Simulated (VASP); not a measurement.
Set up this calculation in VASP 6.6.1, as the native input.

```yaml
Task: single point
Functional: LDA
Potentials_or_basis: VASP PAW LDA potentials, release 64 (Al, Os)
Cutoff: 600 eV
k_mesh: 10 × 10 × 10
Occupations: methfessel-paxton, width 0.15 eV
Spin: no spin polarisation
Dipole_correction: no
Further_INCAR_settings: ALGO = Normal; EDIFF = 1e-06; NBANDS = 12
```

The structure of AlOs lies in POSCAR:

```
AlOs
1.0
    2.9805099557      0.0000000000      0.0000000000
    0.0000000000      2.9805099557      0.0000000000
    0.0000000000      0.0000000000      2.9805099557
Al Os
1 1
Direct
    0.0000000000      0.0000000000      0.0000000000
    0.5000000000      0.5000000000      0.5000000000
```

The input as run:

INCAR

```
SYSTEM = AlOs
  PREC = Accurate
  ENCUT = 600
  EDIFF = 1E-6
  ISMEAR = 1
  SIGMA = 0.15
  LREAL = .False.
  LASPH = .True.
  NELM = 120
  ALGO = Normal
  ISIF = 2
  LWAVE = .False.
  LCHARG = .False.
  GGA = CA
  NBANDS = 12
  GGA_COMPAT = .False.
```

KPOINTS

```
Automatic mesh
0
Gamma
  10 10 10
  0 0 0
```

Potentials or basis: VASP PAW LDA potentials, release 64 (Al, Os).

The run is started by

```bash
$ cat potpaw_LDA.64/Al/POTCAR potpaw_LDA.64/Os/POTCAR > POTCAR
$ mpirun -np 1 vasp_std > vasp.out
```

Results of the run:

```yaml
Pressure: -1.1 GPa
```

Wall time 15 s on 1 thread of Intel(R) Xeon(R) Platinum 8259CL CPU @ 2.50GHz (Skylake/Cascade Lake), with other jobs on the host, peak memory 0.14 GiB.
